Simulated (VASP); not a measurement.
# Se (P2_1) in VASP: single point with PBE

Aim: the single point of Se with PBE.

Program: VASP 6.6.1. These are calculated values, not measurements. Logs are shortened: lines on timing, memory, paths and dates and some standing lists are left out, and cuts for length are marked.

## 1. The cell of the first run

The structure is monoclinic, space group P2_1 (No. 4). Conventional cell: a = 5.523 Å, b = 5.421 Å, c = 9.139 Å, α = 90.00°, β = 90.24°, γ = 90.00°. Se (site symmetry 1) has 2 Se at 2.31 to 2.43 Å within 3.1 Å. Se (site symmetry 1) has 2 Se at 2.31 to 2.44 Å within 3.1 Å. Within 3.1 Å of Se (site symmetry 1) lie 2 Se at 2.31 to 2.43 Å. Se (site symmetry 1) has 2 Se at 2.31 to 2.44 Å within 3.1 Å.

## 2. Single point, PBE

The input, INCAR:

```
SYSTEM = Se
  PREC = Accurate
  ENCUT = 520
  EDIFF = 1E-6
  ISMEAR = 0
  SIGMA = 0.1
  LREAL = .FALSE.
  LASPH = .TRUE.
  NELM = 100
  ALGO = Normal
  ISIF = 2
  LWAVE = .FALSE.
  LCHARG = .FALSE.
  GGA = PE
  NBANDS = 34
```

The input, KPOINTS:

```
Automatic mesh
0
G
  4 4 2
  0 0 0
```

The input, POSCAR:

```
Se
1.0
    5.5226618769      0.0000000000      0.0124364391
    0.0000000000      5.4214381445      0.0000000000
   -0.0595010310      0.0000000000      9.1388584409
Se
8
Direct
    0.6077887454      0.1594297847      0.3656673379
    0.1085839846      0.8417931309      0.1345904694
    0.8914160154      0.3417931309      0.8654095306
    0.3922112546      0.6594297847      0.6343326621
    0.7330055789      0.8610249515      0.5498320195
    0.2327362848      0.1407063472      0.9505899313
    0.7672637152      0.6407063472      0.0494100687
    0.2669944211      0.3610249515      0.4501679805
```

Potentials or basis: VASP PAW PBE potentials, release 64 (Se).

Run with:

```bash
> cat potpaw_PBE.64/Se/POTCAR > POTCAR
> mpirun -np 1 vasp_std > vasp.out
```

OUTCAR:

```text
SYSTEM = Se
   PREC = Accurate
   ENCUT = 520
   EDIFF = 1E-6
   ISMEAR = 0
   LREAL = .FALSE.
   LASPH = .TRUE.
   NELM = 100
   ISIF = 2
   GGA = PE

 ion  position               nearest neighbor table
   1  0.608  0.159  0.366-   8 2.31   5 2.43
   2  0.109  0.842  0.135-   7 2.31   6 2.44
   3  0.891  0.342  0.865-   6 2.31   7 2.44
   4  0.392  0.659  0.634-   5 2.31   8 2.43
   5  0.733  0.861  0.550-   4 2.31   1 2.43
   6  0.233  0.141  0.951-   3 2.31   2 2.44
   7  0.767  0.641  0.049-   2 2.31   3 2.44
   8  0.267  0.361  0.450-   1 2.31   4 2.43

  LATTYP: Found a simple monoclinic cell.
 ALAT       =     5.5226758796
 B/A-ratio  =     0.9816687169
 C/A-ratio  =     1.6548231938
 COS(beta)  =    -0.0042587796

  Lattice vectors:

 A1 = (   5.5226618769,   0.0000000000,   0.0124364391)
 A2 = (   0.0000000000,   5.4214381445,   0.0000000000)
 A3 = (  -0.0595010310,   0.0000000000,   9.1388584409)

Analysis of symmetry for initial positions (statically):
=====================================================================
 Subroutine PRICEL returns:
 Original cell was already a primitive cell.

 Routine SETGRP: Setting up the symmetry group for a
 simple monoclinic supercell.

 Subroutine GETGRP returns: Found  2 space group operations
 (whereof  1 operations were pure point group operations)
 out of a pool of  4 trial point group operations.

The static configuration has the point symmetry C_1 .
 The point group associated with its full space group is C_2 .

Analysis of symmetry for dynamics (positions and initial velocities):
=====================================================================
 Subroutine PRICEL returns:
 Original cell was already a primitive cell.

 Routine SETGRP: Setting up the symmetry group for a
 simple monoclinic supercell.

 Subroutine GETGRP returns: Found  2 space group operations
 (whereof  1 operations were pure point group operations)
 out of a pool of  4 trial point group operations.

The dynamic configuration has the point symmetry C_1 .
 The point group associated with its full space group is C_2 .

 Subroutine INISYM returns: Found  2 space group operations
 (whereof  1 operations are pure point group operations),
 and found     1 'primitive' translations

----------------------------------------------------------------------------------------

                                     Primitive cell

  volume of cell :     273.6285

  direct lattice vectors                    reciprocal lattice vectors
     5.522661877  0.000000000  0.012436439     0.181069448  0.000000000  0.001178902
     0.000000000  5.421438144  0.000000000     0.000000000  0.184452902  0.000000000
    -0.059501031  0.000000000  9.138858441    -0.000246405  0.000000000  0.109421253

  length of vectors
     5.522675880  5.421438144  9.139052138     0.181073286  0.184452902  0.109421530

  position of ions in fractional coordinates (direct lattice)
     0.607788745  0.159429785  0.365667338
     0.108583985  0.841793131  0.134590469
     0.891416015  0.341793131  0.865409531
     0.392211255  0.659429785  0.634332662
     0.733005579  0.861024951  0.549832020
     0.232736285  0.140706347  0.950589931
     0.767263715  0.640706347  0.049410069
     0.266994421  0.361024951  0.450167980

  ion indices of the primitive-cell ions
   primitive index   ion index
                 1           1
                 2           2
                 3           3
                 4           4
                 5           5
                 6           6
                 7           7
                 8           8

----------------------------------------------------------------------------------------

 KPOINTS: Automatic mesh

Automatic generation of k-mesh.
 Grid dimensions read from file:
 generate k-points for:    4    4    2

 Generating k-lattice:

  Cartesian coordinates                     Fractional coordinates (reciprocal lattice)
     0.045267362  0.000000000  0.000294726     0.250000000  0.000000000  0.000000000
     0.000000000  0.046113226  0.000000000     0.000000000  0.250000000  0.000000000
    -0.000123202  0.000000000  0.054710626     0.000000000  0.000000000  0.500000000

  Length of vectors
     0.045268321  0.046113226  0.054710765

  Shift w.r.t. Gamma in fractional coordinates (k-lattice)
     0.000000000  0.000000000  0.000000000

 Subroutine IBZKPT returns following result:
 ===========================================

 Found     18 irreducible k-points:

 Following reciprocal coordinates:
            Coordinates               Weight
  0.000000  0.000000  0.000000      1.000000
  0.250000  0.000000  0.000000      2.000000
  0.500000  0.000000  0.000000      1.000000
  0.000000  0.250000  0.000000      2.000000
  0.250000  0.250000  0.000000      4.000000
  0.500000  0.250000  0.000000      2.000000
[... 10 lines left out ...]
  0.250000  0.500000  0.500000      2.000000
  0.500000  0.500000  0.500000      1.000000
   k-points           NKPTS =     18   k-points in BZ     NKDIM =     18   number of bands    NBANDS=     34
   number of dos      NEDOS =    301   number of ions     NIONS =      8
   total plane-waves  NPLWV = 117600
   dimension x,y,z NGX =    42 NGY =   40 NGZ =   70
   dimension x,y,z NGXF=    84 NGYF=   80 NGZF=  140
   ions per type =               8
   NGX,Y,Z   is equivalent  to a cutoff of  12.64, 12.27, 12.73 a.u.
   NGXF,Y,Z  is equivalent  to a cutoff of  25.29, 24.53, 25.47 a.u.
 SYSTEM =  Se
   PREC   = accura    normal or accurate (medium, high low for compatibility)
   ISTART =      0    job   : 0-new  1-cont  2-samecut
   ICHARG =      2    charge: 1-file 2-atom 10-const
   ISPIN  =      1    spin polarized calculation?
   LNONCOLLINEAR =      F non collinear calculations
   LSORBIT =      F    spin-orbit coupling
   LASPH  =      T    aspherical Exc in radial PAW
   ENCUT  =  520.0 eV  38.22 Ry    6.18 a.u.  10.27 10.08 16.99*2*pi/ulx,y,z
   NELM   =    100;   NELMIN=  2; NELMDL= -5     # of ELM steps
   EDIFF  = 0.1E-05   stopping-criterion for ELM
   LREAL  =      F    real-space projection
   EDIFFG = 0.1E-04   stopping-criterion for IOM
   NSW    =      0    number of steps for IOM
   IBRION =     -1    ionic relax: 0-MD 1-quasi-New 2-CG
   NFREE  =      0    steps in history (QN), initial steepest desc. (CG)
   ISIF   =      2    stress and relaxation
   ISYM   =      2    0-nonsym 1-usesym 2-fastsym
   POTIM  = 0.5000    time-step for ionic-motion
   TEBEG  =    0.0;   TEEND  =   0.0 temperature during run
   PSTRESS=    0.0 pullay stress
   NELECT =      48.0000    total number of electrons
   NUPDOWN=      -1.0000    fix difference up-down
   EMIN   =  10.00;   EMAX   =-10.00  energy-range for DOS
   EFERMI =   0.00;   METHOD = LEGACY
   ISMEAR =     0;   SIGMA  =   0.10  broadening in eV -4-tet -1-fermi 0-gaus
   EFERMI_NEDOS =   21; number of points for ismear=-14 and -15
   IALGO  =     38    algorithm
   IMIX   =      4    mixing-type and parameters
     AMIX     =   0.40;   BMIX     =  1.00
     AMIX_MAG =   1.60;   BMIX_MAG =  1.00
  volume/ion in A,a.u.               =      34.20       230.82
  Fermi-wavevector in a.u.,A,eV,Ry     =   0.916435  1.731810 11.426886  0.839852
  Thomas-Fermi vector in A             =   2.041290
   LORBIT       =      0    0 simple, 1 ext, 2 COOP (PROOUT), +10 PAW based schemes
   GGA     = PE    functional components
   LHFCALC =     F    Hartree Fock is set to
   AEXX    =    0.0000 exact exchange contribution
   IVDW    =     0    specifies the selected vdW correction
   LEPSILON=     F    determine dielectric tensor
   LRPA    =     F    only Hartree local field effects (RPA)
 non-spin polarized calculation
 Gauss-broadening in eV      SIGMA  =   0.10
  energy-cutoff  :      520.00
  volume of cell :      273.63
 maximum number of plane-waves:      7398
 NGX is ok and might be reduce to    42
   NGX = 21   NGY = 21   NGZ = 33

 number of electron      48.0000001 magnetization

 Free energy of the ion-electron system (eV)
  ---------------------------------------------------
  ext. energy  EPLUGINS =         0.00000000
  ---------------------------------------------------
  free energy    TOTEN  =       -27.87572961 eV

  energy without entropy =      -27.87572961  energy(sigma->0) =      -27.87572961

 E-fermi :   1.3416     XC(G=0):  -7.7486

 val. band max:        0.8492146601   @ k =   0.2500   0.0000   0.0000
 cond. band min:       1.9751447945   @ k =   0.0000   0.0000   0.0000
 fundamental gap:      1.1259301344
 Fermi energy:         1.3415698700

 k-point     1 :       0.0000    0.0000    0.0000
  band No.  band energies     occupation
      1     -14.4780      2.00000
      2     -14.3165      2.00000
      3     -12.5631      2.00000
      4     -12.4059      2.00000
      5     -11.7873      2.00000
      6     -11.7608      2.00000
[... 26 lines left out ...]
     33       5.5643      0.00000
     34       7.4106      0.00000

 k-point     2 :       0.2500    0.0000    0.0000
  band No.  band energies     occupation
      1     -14.4195      2.00000
      2     -14.3009      2.00000
      3     -12.5220      2.00000
      4     -12.4141      2.00000
      5     -11.8673      2.00000
      6     -11.8440      2.00000
[... 26 lines left out ...]
     33       6.0651      0.00000
     34       6.9826      0.00000

 k-point     3 :       0.5000    0.0000    0.0000
  band No.  band energies     occupation
      1     -14.3246      2.00000
      2     -14.3179      2.00000
      3     -12.4567      2.00000
      4     -12.4490      2.00000
      5     -11.9465      2.00000
      6     -11.9251      2.00000
[... 26 lines left out ...]
     33       6.5663      0.00000
     34       6.5696      0.00000
[... 482 lines left out ...]
 k-point    17 :       0.2500    0.5000    0.5000
  band No.  band energies     occupation
      1     -13.7666      2.00000
      2     -13.7666      2.00000
      3     -13.7248      2.00000
      4     -13.7248      2.00000
      5     -10.2402      2.00000
      6     -10.2402      2.00000
[... 26 lines left out ...]
     33       7.2735      0.00000
     34       7.2735      0.00000

 k-point    18 :       0.5000    0.5000    0.5000
  band No.  band energies     occupation
      1     -13.7237      2.00000
      2     -13.7237      2.00000
      3     -13.7178      2.00000
      4     -13.7178      2.00000
      5     -10.2868      2.00000
      6     -10.2868      2.00000
[... 26 lines left out ...]
     33       7.2201      0.00000
     34       7.2342      0.00000

------------------------ aborting loop because EDIFF is reached ----------------------------------------

  FORCE on cell =-STRESS in cart. coord.  units (eV):
  Direction    XX          YY          ZZ          XY          YZ          ZX
  --------------------------------------------------------------------------------------
  -------------------------------------------------------------------------------------
  Total        0.1180207      0.1697516      0.1590687      0.0000000      0.0000000      0.0502418
  in kB        0.6910470      0.9939468      0.9313951      0.0000000      0.0000000      0.2941809
  external PRESSURE =       0.8721297 kB  Pullay stress =       0.0000000 kB

 VOLUME and BASIS-vectors are now :
 -----------------------------------------------------------------------------
  energy-cutoff  :      520.00
  volume of cell :      273.63
      direct lattice vectors                 reciprocal lattice vectors
     5.522661877  0.000000000  0.012436439     0.181069448  0.000000000  0.001178902
     0.000000000  5.421438144  0.000000000     0.000000000  0.184452902  0.000000000
    -0.059501031  0.000000000  9.138858441    -0.000246405  0.000000000  0.109421253

 POSITION                                       TOTAL-FORCE (eV/Angst)
 -----------------------------------------------------------------------------------
      3.33485      0.86434      3.34934         0.022438     -0.014104     -0.031012
      0.59166      4.56373      1.23135         0.040539      0.025303      0.031227
      4.87150      1.85301      7.91994        -0.040539      0.025303     -0.031227
      2.12831      3.57506      5.80195        -0.022438     -0.014104      0.031012
      4.01543      4.66799      5.03395         0.025264      0.013762      0.002319
      1.22876      0.76283      8.69020         0.030699     -0.024961      0.012997
      4.23440      3.47355      0.46109        -0.030699     -0.024961     -0.012997
      1.44773      1.95727      4.11734        -0.025264      0.013762     -0.002319
 -----------------------------------------------------------------------------------
    total drift:                               -0.000000      0.000045     -0.000000

  FREE ENERGIE OF THE ION-ELECTRON SYSTEM (eV)
  ---------------------------------------------------
  free  energy   TOTEN  =       -27.8757296113 eV

  energy  without entropy=      -27.8757296113  energy(sigma->0) =      -27.87572961
```

Run time: 75 s. Hardware: 1 thread of Intel Xeon 6975P-C (Granite Rapids), shared host; peak memory 0.38 GiB.

What came out:

| Quantity | Value |
| --- | --- |
| Free energy | -27.8757 eV |
| Pressure | 0.1 GPa |
| Largest force | 0.057 eV/Å |
| Band gap on the k mesh | 1.13 eV (least direct gap 1.20 eV) |

Forces on the atoms (eV/Å):
```
Se   0.022 -0.014 -0.031
Se   0.041  0.025  0.031
Se  -0.041  0.025 -0.031
Se  -0.022 -0.014  0.031
Se   0.025  0.014  0.002
Se   0.031 -0.025  0.013
Se  -0.031 -0.025 -0.013
Se  -0.025  0.014 -0.002
```

Levels at points of the mesh, in eV from the valence-band top:
```csv
k point,band 22,band 23,band 24,band 25,band 26,band 27
"(0.00, 0.00, 0.00)",-0.97,-0.52,-0.07,1.13,1.48,1.54
"(0.50, 0.00, 0.00)",-0.80,-0.18,-0.18,1.57,1.57,1.96
"(0.00, 0.50, 0.00)",-0.97,-0.74,-0.74,1.86,1.86,2.62
"(0.50, 0.50, 0.00)",-1.06,-0.85,-0.85,2.09,2.09,2.24
"(0.00, 0.00, 0.50)",-1.03,-0.33,-0.32,1.50,1.50,1.65
"(0.50, 0.00, 0.50)",-0.88,-0.30,-0.29,1.63,1.65,1.82
"(0.00, 0.50, 0.50)",-1.03,-0.77,-0.77,2.20,2.20,2.26
"(0.50, 0.50, 0.50)",-0.73,-0.72,-0.72,2.14,2.14,2.14
```

A k mesh can miss the band edges.
